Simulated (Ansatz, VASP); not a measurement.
One calculation of SnSe, two programs

File INCAR:

```
SYSTEM = SnSe
PREC = Accurate
ENCUT = 600
EDIFF = 1E-6
ISMEAR = -1
SIGMA = 0.05
LREAL = .False.
LASPH = .True.
NELM = 100
ALGO = Normal
ISIF = 3
LWAVE = .False.
LCHARG = .False.
GGA = B5
ALDAX = 1.0
AGGAX = 1.0
AGGAC = 1.0
ALDAC = 0.0
IVDW = 12
VDW_S6 = 1.0
VDW_S8 = 2.6996
VDW_A1 = 0.4298
VDW_A2 = 4.2359
IBRION = 2
NSW = 60
EDIFFG = -0.01
```

File KPOINTS:

```
Automatic mesh
0
Gamma
  8 8 8
  0 0 0
```

File POSCAR:

```
SnSe
1.0
    0.0000000000      3.0100000000      3.0100000000
    3.0100000000      0.0000000000      3.0100000000
    3.0100000000      3.0100000000      0.0000000000
Sn Se
1 1
Direct
    0.0000000000      0.0000000000      0.0000000000
    0.5000000000      0.5000000000      0.5000000000
```

input.yaml

```yaml
crystal:
  lattice:
    - [0.0, 3.01, 3.01]
    - [3.01, 0.0, 3.01]
    - [3.01, 3.01, 0.0]
  atoms:
    - { symbol: Sn, position: [0.0, 0.0, 0.0] }
    - { symbol: Se, position: [0.5, 0.5, 0.5] }
hamiltonian:
  xc: blyp
  pseudopotentials: { kind: paw }
  dispersion: d3bj
kpoints:
  mp_grid: { grid: [8, 8, 8] }
scf:
  occupations: { method: fermi_dirac, width: 0.05 }
output:
  forces: true
  stress: true
  write_density: true
  write_potential: true
  elf: true
  volumetric_format: npy
relax:
  f_tol: 0.01
  max_steps: 40
  cell: { stress_tol: 0.05 }
```

Alike in both runs: task relaxation of cell and atoms; functional BLYP; dispersion D3(BJ); k mesh 8 × 8 × 8; occupations fermi-dirac, width 0.05 eV; no spin polarisation.

|  | VASP | Ansatz |
| --- | --- | --- |
| version | VASP 6.6.1 | Ansatz 0.2.0 |
| potentials or method | VASP PAW PBE potentials, release 64 (Sn_d, Se) | Ansatz PAW |
| plane-wave cutoff (eV) | 600 | 420 |
| valence electrons in the cell | 20 | 30 |

|  | VASP | Ansatz | Ansatz less VASP |
| --- | --- | --- | --- |
| gap on the k mesh at the Fermi level, each at its own relaxed structure (eV) | 0.40 | 0.39 | -0.005 |
| relaxed volume (Å³/atom) | 27.27 | 27.19 | -0.077 |
| relaxed cell length with the largest relative difference (Å) | 4.257 | 4.253 | -0.0040 |

VASP's potentials were made for PBE, not for BLYP. VASP's potentials hold 20 valence electrons a cell and Ansatz's 30, so a difference there can come from the potentials and not from the codes.

Noted on VASP's run: the relaxation stopped at its first step, so nothing moved. Noted on Ansatz's run: the plane-wave basis is chosen anew once the cell has moved, so the energies of steps on either side of that aren't comparable.
